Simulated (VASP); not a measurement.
The system is BAs.

```
CELL_PARAMETERS angstrom
0.00000 2.41993 2.41993
2.41993 0.00000 2.41993
2.41993 2.41993 0.00000
ATOMIC_POSITIONS crystal
As 0.75000 0.75000 0.75000
B 0.00000 0.00000 0.00000
```

Base run:

- Program: VASP 6.6.1
- Functional: RPBE
- Dispersion: D4
- Potentials or basis: VASP PAW PBE potentials, release 64 (As, B)
- Cutoff: 520 eV
- k mesh: 10 × 10 × 10
- Occupations: fermi-dirac, width 0.05 eV
- Spin: no spin polarisation

Its results: band gap on the k mesh 1.25 eV, indirect (least direct gap 3.23 eV); pressure -8.7 GPa.

Q: After a change of settings the same cell gave: band gap on the k mesh 1.44 eV, indirect (least direct gap 3.32 eV); pressure -5.0 GPa. Which change was it?
A. dispersion from D4 to none
B. functional from RPBE to BLYP
C. functional from RPBE to PBEsol; dispersion from D4 to none
D. functional from RPBE to PBE; dispersion from D4 to none

A: B.

Caveats: the PAW data sets were made with another functional, which shifts forces and pressure a little.
